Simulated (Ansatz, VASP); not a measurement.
# PbS: VASP beside Ansatz

The input INCAR:

```
PREC = Accurate
ENCUT = 520
EDIFF = 1E-6
ISMEAR = -1
SIGMA = 0.01
LREAL = F
LASPH = T
NELM = 80
ALGO = Normal
ISIF = 2
LWAVE = F
LCHARG = F
GGA = PE
NBANDS = 28
```

KPOINTS

```
Automatic mesh
0
Gamma
  7 7 3
```

File POSCAR:

```
PbS
1.0
    2.9405000000     -2.9000000000      0.0000000000
    2.9405000000      2.9000000000      0.0000000000
   -1.0800500000      0.0000000000     11.9434758000
Pb S
2 2
Direct
    0.7756000000      0.7756000000      0.6363800000
    0.2244000000      0.2244000000      0.3636200000
    0.2684000000      0.2684000000      0.5986000000
    0.7316000000      0.7316000000      0.4014000000
```

Input for Ansatz:

```yaml
crystal:
  lattice:
    - [2.9405, -2.9, 0.0]
    - [2.9405, 2.9, 0.0]
    - [-1.08005, 0.0, 11.9434758]
  atoms:
    - { symbol: Pb, position: [0.7756, 0.7756, 0.63638] }
    - { symbol: Pb, position: [0.2244, 0.2244, 0.36362] }
    - { symbol: S, position: [0.2684, 0.2684, 0.5986] }
    - { symbol: S, position: [0.7316, 0.7316, 0.4014] }
kpoints:
  mp_grid: { grid: [7, 7, 3] }
  band_path:
    path:
      - [0.0, 0.0, 0.0]
      - [-0.495149315, 0.495149315, 0.0]
      - [-0.504850685, -0.495149315, 0.0]
      - [-0.5, -0.5, 0.0]
      - [0.0, 0.0, 0.0]
      - [-0.5, -0.5, 0.5]
      - [-0.5156781605, -0.4843218395, 0.5]
      - [-0.4843218395, 0.4843218395, 0.5]
      - [0.0, 0.0, 0.5]
    npoints: 5
scf:
  occupations: { method: fermi_dirac, width: 0.01 }
hamiltonian:
  xc: pbe
  pseudopotentials: { kind: all_electron, lapw: { basis_error: 0.0005 } }
output:
  forces: true
  stress: true
  eigenvalues: true
```

Change from the starting cell: zz strain of +2 %.

Alike in both runs: task single point; functional PBE; k mesh 7 × 7 × 3; occupations fermi-dirac, width 0.01 eV; no spin polarisation.

```csv
,VASP,Ansatz
version,VASP 6.6.1,Ansatz 0.2.0
potentials or method,"VASP PAW PBE potentials, release 64 (Pb_d, S), cutoff 520 eV","all-electron LAPW, scalar-relativistic"
```

Ansatz gave:

* gap on the k mesh at the Fermi level (eV): 1.19
* rms of the force components (eV/Å): 0.252

Problem. Which values does VASP return?

Solution. gap on the k mesh at the Fermi level (eV): 1.19; rms of the force components (eV/Å): 0.253.

Atom by atom the forces differ by 0.002 eV/Å (rms over components). Ansatz ran all-electron here, and VASP with PAW potentials.

Neither program's run includes spin-orbit coupling.
